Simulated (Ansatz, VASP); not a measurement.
**Y in VASP and in Ansatz**

Contents of INCAR:

```
ALGO = Normal ; EDIFF = 1E-6
ENCUT = 520 ; GGA = PS
ISIF = 2 ; ISMEAR = -1
LASPH = True ; LCHARG = False
LREAL = False ; LWAVE = False
NBANDS = 12 ; NELM = 60
PREC = Accurate ; SIGMA = 0.1
```

The input KPOINTS:

```
k-points
0
Gamma
  13 13 13
```

The input POSCAR:

```
Y
1.0
   -2.0654800372      2.0654800372      2.0654800372
    2.0654800372     -2.0654800372      2.0654800372
    2.0654800372      2.0654800372     -2.0654800372
Y
1
Direct
    0.0000000000      0.0000000000      0.0000000000
```

Input for Ansatz:

```yaml
crystal:
  lattice:
    - [-2.0654800372, 2.0654800372, 2.0654800372]
    - [2.0654800372, -2.0654800372, 2.0654800372]
    - [2.0654800372, 2.0654800372, -2.0654800372]
  atoms:
    - { symbol: "Y", position: [0.0, 0.0, 0.0] }
hamiltonian:
  xc: pbesol
  pseudopotentials:
    kind: paw
    azcp:
      "Y": "pseudopotentials/Y.paw.azcp"
basis:
  ecutwfc: 420
  fft_grid_basis: typed
kpoints:
  mp_grid: { grid: [13, 13, 13], shift: [0, 0, 0] }
magnetization:
  spin_polarized: false
scf:
  occupations: { method: fermi_dirac, width: 0.1 }
  lower_state_search: "off"
output:
  stress: true
  write_density: true
  write_potential: true
  elf: true
  volumetric_format: npy
```

Alike in both runs: task single point; functional PBEsol; k mesh 13 × 13 × 13; occupations fermi-dirac, width 0.1 eV; no spin polarisation.

|  | VASP | Ansatz |
| --- | --- | --- |
| version | VASP 6.6.1 | Ansatz 0.2.0 |
| potentials or method | VASP PAW PBE potentials, release 64 (Y_sv), cutoff 520 eV | plane waves (420 eV) with PAW, scalar-relativistic |
| valence electrons in the cell | 11 | 11 |

|  | VASP | Ansatz | Ansatz less VASP |
| --- | --- | --- | --- |
| pressure (GPa) | -3.9 | -3.8 | +0.10 |

VASP's potentials were made for PBE, not for PBEsol, and Ansatz warns of the same on its side.
